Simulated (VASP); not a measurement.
# TaN (Fm-3m) in VASP: vibrations by perturbation theory with PBE

Aim: the vibrations by perturbation theory of TaN with PBE.

Program: VASP 6.6.1. These are calculated values, not measurements. Logs are shortened: lines on timing, memory, paths and dates and some standing lists are left out, and cuts for length are marked.

**1. The cell of the first run**

It takes space group Fm-3m (No. 225, cubic). Conventional cell: a = 4.418 Å, b = 4.418 Å, c = 4.418 Å, α = 90.00°, β = 90.00°, γ = 90.00°. Within 2.9 Å of Ta (site symmetry m-3m) lie 6 N at 2.21 Å. Within 2.9 Å of N (site symmetry m-3m) lie 6 Ta at 2.21 Å.

**2. Vibrations by perturbation theory, PBE**

The input, INCAR:

```
ALGO = Normal
EDIFF = 1E-8
ENCUT = 520
GGA = PE
IBRION = 8
ISIF = 2
ISMEAR = -1
LASPH = T
LCHARG = F
LREAL = F
LWAVE = F
NBANDS = 15
NELM = 60
NSW = 1
PREC = Accurate
SIGMA = 0.15
```

The input, KPOINTS:

```
k-points
0
Gamma
  16 16 16
```

The input, POSCAR:

```
TaN
1.0
    0.0000000000      2.2092039159      2.2092039159
    2.2092039159      0.0000000000      2.2092039159
    2.2092039159      2.2092039159      0.0000000000
Ta N
1 1
Direct
    0.5000000000      0.5000000000      0.5000000000
    0.0000000000      0.0000000000      0.0000000000
```

Potentials or basis: VASP PAW PBE potentials, release 64 (Ta_pv, N).

The run is started by

```
> cat potpaw_PBE.64/Ta_pv/POTCAR potpaw_PBE.64/N/POTCAR > POTCAR
> mpirun -np 1 vasp_std > vasp.out
```

OUTCAR:

```text
EDIFF = 1E-8
   ENCUT = 520
   GGA = PE
   IBRION = 8
   ISIF = 2
   ISMEAR = -1
   LASPH = T
   LREAL = F
   NELM = 60
   NSW = 1
   PREC = Accurate

 ion  position               nearest neighbor table
   1  0.500  0.500  0.500-   2 2.21   2 2.21   2 2.21   2 2.21   2 2.21   2 2.21
   2  0.000  0.000  0.000-   1 2.21   1 2.21   1 2.21   1 2.21   1 2.21   1 2.21

  LATTYP: Found a face centered cubic cell.
 ALAT       =     4.4184078318

  Lattice vectors:

 A1 = (   0.0000000000,   2.2092039159,   2.2092039159)
 A2 = (   2.2092039159,   0.0000000000,   2.2092039159)
 A3 = (   2.2092039159,   2.2092039159,   0.0000000000)

Analysis of symmetry for initial positions (statically):
=====================================================================
 Subroutine PRICEL returns:
 Original cell was already a primitive cell.

 Routine SETGRP: Setting up the symmetry group for a
 face centered cubic supercell.

 Subroutine GETGRP returns: Found 48 space group operations
 (whereof 48 operations were pure point group operations)
 out of a pool of 48 trial point group operations.

The static configuration has the point symmetry O_h .

Analysis of symmetry for dynamics (positions and initial velocities):
=====================================================================
 Subroutine PRICEL returns:
 Original cell was already a primitive cell.

 Routine SETGRP: Setting up the symmetry group for a
 face centered cubic supercell.

 Subroutine GETGRP returns: Found 48 space group operations
 (whereof 48 operations were pure point group operations)
 out of a pool of 48 trial point group operations.

The dynamic configuration has the point symmetry O_h .

 Subroutine INISYM returns: Found 48 space group operations
 (whereof 48 operations are pure point group operations),
 and found     1 'primitive' translations

----------------------------------------------------------------------------------------

                                     Primitive cell

  volume of cell :      21.5644

  direct lattice vectors                    reciprocal lattice vectors
     0.000000000  2.209203916  2.209203916    -0.226325871  0.226325871  0.226325871
     2.209203916  0.000000000  2.209203916     0.226325871 -0.226325871  0.226325871
     2.209203916  2.209203916  0.000000000     0.226325871  0.226325871 -0.226325871

  length of vectors
     3.124286140  3.124286140  3.124286140     0.392007907  0.392007907  0.392007907

  position of ions in fractional coordinates (direct lattice)
     0.500000000  0.500000000  0.500000000
     0.000000000  0.000000000  0.000000000

  ion indices of the primitive-cell ions
   primitive index   ion index
                 1           1
                 2           2

----------------------------------------------------------------------------------------

 KPOINTS: k-points

Automatic generation of k-mesh.
 Grid dimensions read from file:
 generate k-points for:   16   16   16

 Generating k-lattice:

  Cartesian coordinates                     Fractional coordinates (reciprocal lattice)
    -0.014145367  0.014145367  0.014145367     0.062500000  0.000000000  0.000000000
     0.014145367 -0.014145367  0.014145367     0.000000000  0.062500000  0.000000000
     0.014145367  0.014145367 -0.014145367     0.000000000  0.000000000  0.062500000

  Length of vectors
     0.024500494  0.024500494  0.024500494

  Shift w.r.t. Gamma in fractional coordinates (k-lattice)
     0.000000000  0.000000000  0.000000000

 Subroutine IBZKPT returns following result:
 ===========================================

 Found    145 irreducible k-points:

 Following reciprocal coordinates:
            Coordinates               Weight
  0.000000  0.000000  0.000000      1.000000
  0.062500  0.000000  0.000000      8.000000
  0.125000  0.000000  0.000000      8.000000
  0.187500  0.000000  0.000000      8.000000
  0.250000  0.000000  0.000000      8.000000
  0.312500  0.000000  0.000000      8.000000
[... 16 lines left out ...]
 -0.125000  0.062500  0.000000     24.000000
 -0.062500  0.062500  0.000000     12.000000
 [... further k-points ...]
   k-points           NKPTS =    145   k-points in BZ     NKDIM =    145   number of bands    NBANDS=     15
   number of dos      NEDOS =    301   number of ions     NIONS =      2
   total plane-waves  NPLWV =  13824
   dimension x,y,z NGX =    24 NGY =   24 NGZ =   24
   dimension x,y,z NGXF=    48 NGYF=   48 NGZF=   48
   ions per type =               1   1
   NGX,Y,Z   is equivalent  to a cutoff of  12.77, 12.77, 12.77 a.u.
   NGXF,Y,Z  is equivalent  to a cutoff of  25.54, 25.54, 25.54 a.u.
 SYSTEM =  unknown system
   PREC   = accura    normal or accurate (medium, high low for compatibility)
   ISTART =      0    job   : 0-new  1-cont  2-samecut
   ICHARG =      2    charge: 1-file 2-atom 10-const
   ISPIN  =      1    spin polarized calculation?
   LNONCOLLINEAR =      F non collinear calculations
   LSORBIT =      F    spin-orbit coupling
   LASPH  =      T    aspherical Exc in radial PAW
   ENCUT  =  520.0 eV  38.22 Ry    6.18 a.u.   5.81  5.81  5.81*2*pi/ulx,y,z
   NELM   =     60;   NELMIN=  2; NELMDL= -5     # of ELM steps
   EDIFF  = 0.1E-07   stopping-criterion for ELM
   LREAL  =      F    real-space projection
   EDIFFG = 0.1E-06   stopping-criterion for IOM
   NSW    =      1    number of steps for IOM
   IBRION =      8    ionic relax: 0-MD 1-quasi-New 2-CG
   NFREE  =      0    steps in history (QN), initial steepest desc. (CG)
   ISIF   =      2    stress and relaxation
   ISYM   =      2    0-nonsym 1-usesym 2-fastsym
   POTIM  = 0.5000    time-step for ionic-motion
   TEBEG  =    0.0;   TEEND  =   0.0 temperature during run
   PSTRESS=    0.0 pullay stress
   NELECT =      16.0000    total number of electrons
   NUPDOWN=      -1.0000    fix difference up-down
   EMIN   =  10.00;   EMAX   =-10.00  energy-range for DOS
   EFERMI =   0.00;   METHOD = LEGACY
   ISMEAR =    -1;   SIGMA  =   0.15  broadening in eV -4-tet -1-fermi 0-gaus
   EFERMI_NEDOS =   21; number of points for ismear=-14 and -15
   IALGO  =     38    algorithm
   IMIX   =      4    mixing-type and parameters
     AMIX     =   0.40;   BMIX     =  1.00
     AMIX_MAG =   1.60;   BMIX_MAG =  1.00
  volume/ion in A,a.u.               =      10.78        72.76
  Fermi-wavevector in a.u.,A,eV,Ry     =   1.482071  2.800708 29.885667  2.196535
  Thomas-Fermi vector in A             =   2.595903
   LORBIT       =      0    0 simple, 1 ext, 2 COOP (PROOUT), +10 PAW based schemes
   GGA     = PE    functional components
   LHFCALC =     F    Hartree Fock is set to
   AEXX    =    0.0000 exact exchange contribution
   IVDW    =     0    specifies the selected vdW correction
   LEPSILON=     F    determine dielectric tensor
   LRPA    =     F    only Hartree local field effects (RPA)
 non-spin polarized calculation
  energy-cutoff  :      520.00
  volume of cell :       21.56
 maximum number of plane-waves:       604
   NGX = 11   NGY = 11   NGZ = 11

--------------------------------------- Ionic step        1  -------------------------------------------

 number of electron      16.0000003 magnetization

 Free energy of the ion-electron system (eV)
  ---------------------------------------------------
  ext. energy  EPLUGINS =         0.00000000
  ---------------------------------------------------
  free energy    TOTEN  =       -21.85757525 eV

  energy without entropy =      -21.79455665  energy(sigma->0) =      -21.82606595

 E-fermi :   9.3806     XC(G=0): -13.3595

 val. band max:        9.3720458660   @ k =  -0.2500   0.3750   0.1250
 cond. band min:       9.3860884253   @ k =  -0.3125   0.3125   0.1250
 fundamental gap:      0.0140425593
 Fermi energy:         9.3806351970

 k-point     1 :       0.0000    0.0000    0.0000
  band No.  band energies     occupation
      1     -26.4125      2.00000
      2     -26.4125      2.00000
      3     -26.4125      2.00000
      4      -9.3606      2.00000
      5       5.6001      2.00000
      6       5.6001      2.00000
      7       5.6001      2.00000
      8       7.3219      2.00000
      9       7.3219      2.00000
     10       7.3219      2.00000
     11       9.4507      0.77075
     12       9.4507      0.77075
     13      10.7859      0.00017
     14      18.7866      0.00000
[... 401 lines left out ...]
      2     -26.4335      2.00000
      3     -26.4147      2.00000
      4      -9.1196      2.00000
      5       4.4044      2.00000
      6       4.7319      2.00000
      7       5.0679      2.00000
      8       7.4936      1.99999
      9       7.7028      1.99997
     10       8.0086      1.99979
     11       9.8489      0.08443
     12      10.7030      0.00030
     13      11.6081      0.00000
     14      19.5353      0.00000
     15      21.7254      0.00000

 [... further k-points ...]
[... 5 lines left out ...]
  --------------------------------------------------------------------------------------
  -------------------------------------------------------------------------------------
  Total        0.1048499      0.1048499      0.1048499     -0.0000000     -0.0000000      0.0000000
  in kB        7.7900640      7.7900640      7.7900640     -0.0000000     -0.0000000      0.0000000
  external PRESSURE =       7.7900640 kB  Pullay stress =       0.0000000 kB

 VOLUME and BASIS-vectors are now :
 -----------------------------------------------------------------------------
  energy-cutoff  :      520.00
  volume of cell :       21.56
      direct lattice vectors                 reciprocal lattice vectors
     0.000000000  2.209203916  2.209203916    -0.226325871  0.226325871  0.226325871
     2.209203916  0.000000000  2.209203916     0.226325871 -0.226325871  0.226325871
     2.209203916  2.209203916  0.000000000     0.226325871  0.226325871 -0.226325871

 POSITION                                       TOTAL-FORCE (eV/Angst)
 -----------------------------------------------------------------------------------
      2.20920      2.20920      2.20920        -0.000000     -0.000000     -0.000000
      0.00000      0.00000      0.00000         0.000000      0.000000      0.000000
 -----------------------------------------------------------------------------------
    total drift:                                0.000000     -0.000000     -0.000000

  FREE ENERGIE OF THE ION-ELECTRON SYSTEM (eV)
  ---------------------------------------------------
  free  energy   TOTEN  =       -21.8575752537 eV

  energy  without entropy=      -21.7945566463  energy(sigma->0) =      -21.82606595

[... ionic steps 2 to 3 ...]

--------------------------------------- Ionic step        4  -------------------------------------------

------------------------ aborting loop because EDIFF is reached ----------------------------------------

[... ionic steps 5 to 6 ...]

--------------------------------------- Ionic step        7  -------------------------------------------

 Free energy of the ion-electron system (eV)
  ---------------------------------------------------
  ---------------------------------------------------
  free energy    TOTEN  =        -0.23488470 eV

  energy without entropy =       -0.23488469

------------------------ aborting loop because EDIFF is reached ----------------------------------------

 INTERNAL STRAIN TENSOR  FOR ION    2  DIRECTION 1   (eV/Angst):
 -----------------------------------------------------------------------------
     0.04579  0.00000  0.00000
     0.00000 -0.02038  0.00000
    -0.00000  0.00000 -0.02038

 INTERNAL STRAIN TENSOR FOR ION    2 for displacements in x,y,z  (eV/Angst):
          X           Y           Z          XY          YZ          ZX
  --------------------------------------------------------------------------------
  x     0.00000     0.00000     0.00000     0.00000     0.00000     0.00000
  y     0.00000     0.00000     0.00000     0.00000     0.00000     0.00000
  z     0.00000     0.00000     0.00000     0.00000     0.00000     0.00000

 SECOND DERIVATIVES (NOT SYMMETRIZED)
 ------------------------------------
               1X          1Y          1Z          2X          2Y          2Z
  1X    -6.995741    0.000000    0.000000    6.995741    0.000000    0.000000
  1Y     0.000000   -6.995741    0.000000    0.000000    6.995741    0.000000
  1Z     0.000000    0.000000   -6.995741    0.000000    0.000000    6.995741
  2X     6.995346    0.000000    0.000000   -6.995346    0.000000    0.000000
  2Y     0.000000    6.995346    0.000000    0.000000   -6.995346    0.000000
  2Z     0.000000    0.000000    6.995346    0.000000    0.000000   -6.995346

 Eigenvectors and eigenvalues of the dynamical matrix
 ----------------------------------------------------

   1 f  =   11.469917 THz    72.067616 2PiTHz  382.595262 cm-1    47.435745 meV
             X         Y         Z           dx          dy          dz
      2.209204  2.209204  2.209204     0.267997    0.000000    0.000000
      0.000000  0.000000  0.000000    -0.963420    0.000000    0.000000
[... 21 lines left out ...]
   6 f/i=    0.000084 THz     0.000525 2PiTHz    0.002787 cm-1     0.000346 meV
             X         Y         Z           dx          dy          dz
      2.209204  2.209204  2.209204    -0.099707    0.599967   -0.747179
      0.000000  0.000000  0.000000    -0.027736    0.166895   -0.207845

--------------------------------------------------------------------------------------------------------

 ELASTIC MODULI CONTR FROM IONIC RELAXATION (kBar)
 Direction    XX          YY          ZZ          XY          YZ          ZX
 --------------------------------------------------------------------------------
 XX           0.0000      0.0000      0.0000      0.0000      0.0000      0.0000
 YY           0.0000      0.0000      0.0000      0.0000      0.0000      0.0000
 ZZ           0.0000      0.0000      0.0000      0.0000      0.0000      0.0000
 XY           0.0000      0.0000      0.0000      0.0000      0.0000      0.0000
 YZ           0.0000      0.0000      0.0000      0.0000      0.0000      0.0000
 ZX           0.0000      0.0000      0.0000      0.0000      0.0000      0.0000
 --------------------------------------------------------------------------------
```

Wall time 3.5 min (1 thread of Intel Xeon 6975P-C, shared host); peak memory 0.39 GiB.

Results:

- Highest phonon frequency at Γ, LO-TO splitting left out: 383 cm⁻¹

Phonon frequencies in cm⁻¹ (negative: imaginary):
| q point | frequencies |
| --- | --- |
| (0.000, 0.000, 0.000) | 0 0 0 383 383 383 |

Caveat: spin-orbit coupling is left out, which moves the levels of the heavy elements.
